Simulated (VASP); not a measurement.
Here is a VASP 6.6.1 calculation.

File INCAR:

```
  PREC = Accurate
  ENCUT = 520
  EDIFF = 1E-6
  ISMEAR = -1
  SIGMA = 0.1
  LREAL = False
  LASPH = True
  NELM = 100
  ALGO = Normal
  ISIF = 2
  LWAVE = False
  LCHARG = True
  GGA = PE
  LELF = True
  LVHAR = True
  NBANDS = 22
```

File KPOINTS:

```
regular mesh
0
Gamma
  9 9 13
```

POSCAR

```
Ni
1.0
    3.9938654276      0.0000000000      0.0000000000
   -1.9969327138      3.4587889196      0.0000000000
    0.0000000000      0.0000000000      2.4027503927
Ni
3
Direct
    0.0000000000      1.0000000000      1.0000000000
    0.3333333333      0.6666666667      0.5000000000
    0.6666666667      0.3333333333      0.5000000000
```

Potentials or basis: VASP PAW PBE potentials, release 64 (Ni).

The run is started by

```sh
$ cat potpaw_PBE.64/Ni/POTCAR > POTCAR
$ mpirun -np 1 vasp_std > vasp.out
```

(1) Estimate the band gap on the k mesh.

(2) What does it give for the pressure?

## Answers

(1) zero (bands 15 and 16 overlap by 0.55 eV).

(2) 0.0 GPa.

Caveat: the run has no spin polarisation, though such a crystal can be magnetic.
